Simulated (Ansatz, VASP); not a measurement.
Given: the input of a run of Ansatz 0.2.0 on Ta.

File input.yaml:

```yaml
crystal:
  lattice:
    - [-1.65128, 1.65128, 1.65128]
    - [1.65128, -1.65128, 1.65128]
    - [1.65128, 1.65128, -1.65128]
  atoms:
    - { symbol: Ta, position: [0.0, 0.0, 0.0] }
hamiltonian:
  xc: pbe
  pseudopotentials: { kind: paw }
kpoints:
  mp_grid: { grid: [11, 11, 11] }
scf:
  occupations: { method: fermi_dirac, width: 0.05 }
output:
  forces: true
  stress: true
  eigenvalues: true
relax:
  f_tol: 0.01
  max_steps: 40
  cell: { stress_tol: 0.05 }
```

Potentials or basis: Ansatz PAW.

Command:

```sh
$ ansatz run input.yaml --threads 2 --pin off --max-ram 5632MiB --backend cpu --events-out ev --progress --plain --runs-dir out
```

Q: Set up the same calculation for VASP 6.6.1. Potentials there: VASP PAW PBE potentials, release 64 (Ta_pv).

A: As run (the cutoff follows the program's own potentials):

File INCAR:

```
SYSTEM = Ta
ALGO = Fast ; EDIFF = 1E-6
EDIFFG = -0.01 ; ENCUT = 600
GGA = PE ; IBRION = 2
ISIF = 3 ; ISMEAR = -1
LASPH = .TRUE. ; LCHARG = .FALSE.
LREAL = .FALSE. ; LWAVE = .FALSE.
NELM = 80 ; NSW = 60
PREC = Accurate ; SIGMA = 0.05
```

File KPOINTS:

```
k-points
0
G
  11 11 11
  0 0 0
```

Contents of POSCAR:

```
Ta
1.0
   -1.6512800000      1.6512800000      1.6512800000
    1.6512800000     -1.6512800000      1.6512800000
    1.6512800000      1.6512800000     -1.6512800000
Ta
1
Direct
    0.0000000000      0.0000000000      0.0000000000
```

Potentials or basis: VASP PAW PBE potentials, release 64 (Ta_pv).

Launch:

```sh
$ cat potpaw_PBE.64/Ta_pv/POTCAR > POTCAR
$ mpirun -np 1 vasp_std > vasp.out
```

Both were run:

|  | VASP | Ansatz | Ansatz less VASP |
| --- | --- | --- | --- |
| gap on the k mesh at the Fermi level, each at its own relaxed structure (eV) | none | none | - |
| relaxed volume (Å³/atom) | 18.26 | 18.25 | -0.014 |
| relaxed cell length with the largest relative difference (Å) | 2.873 | 2.872 | -0.0007 |

A gap of «none» marks a metal or a gap that the smearing closes. VASP's potentials hold 11 valence electrons a cell and Ansatz's 13, so a difference there can come from the potentials and not from the codes.

Neither program's run includes spin-orbit coupling. Noted on Ansatz's run: the plane-wave basis is chosen anew once the cell has moved, so the energies of steps on either side of that aren't comparable.
